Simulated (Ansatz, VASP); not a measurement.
# AlPtC4N4 in VASP and in Ansatz

```
Al Pt C N
1.0
     5.83066    0.00000    0.00000
     0.00000    5.83066    0.00000
     0.00000    0.00000    5.83066
Al Pt C N
1 1 4 4
Direct
  0.50000 0.50000 0.50000
  0.00000 0.00000 0.00000
  0.18982 0.18982 0.18982
  0.18982 0.81018 0.81018
  0.81018 0.18982 0.81018
  0.81018 0.81018 0.18982
  0.30567 0.30567 0.30567
  0.30567 0.69433 0.69433
  0.69433 0.30567 0.69433
  0.69433 0.69433 0.30567
```

Alike in both runs: task single point; functional PBE; k mesh 4 × 4 × 4; occupations gaussian, width 0.1 eV; collinear spin.

```csv
,VASP,Ansatz
version,VASP 6.6.1,Ansatz 0.2.0
potentials or method,"VASP PAW PBE potentials, release 64 (Al, Pt_sv_GW, C, N), cutoff 700 eV","scalar-relativistic, plane waves, PAW"
valence electrons in the cell,57,57
```

Ansatz gave:

| Property | Result |
| --- | --- |
| gap on the k mesh at the Fermi level (eV) | none |
| pressure (GPa) | 0.6 |
| rms of the force components (eV/Å) | 1.145 |
| net moment per atom (μB) | 0.10 |
| size of the moment on the site where the two differ most (μB) | 0.25 |

Question: What did VASP give for the same quantities?

Answer: gap on the k mesh at the Fermi level (eV): none; pressure (GPa): 0.8; rms of the force components (eV/Å): 1.269; net moment per atom (μB): 0.10; size of the moment on the site where the two differ most (μB): 0.36.

Site moments also hang on the region over which each program counts them. Atom by atom the forces differ by 0.179 eV/Å (rms over components). A gap of «none» marks a metal or a gap that the smearing closes. With one functional, cell and mesh, what is left measures potentials, basis and numerics.

Spin-orbit coupling is off throughout. Noted on VASP's run: the standard files for N, O and F lose accuracy on very short bonds.
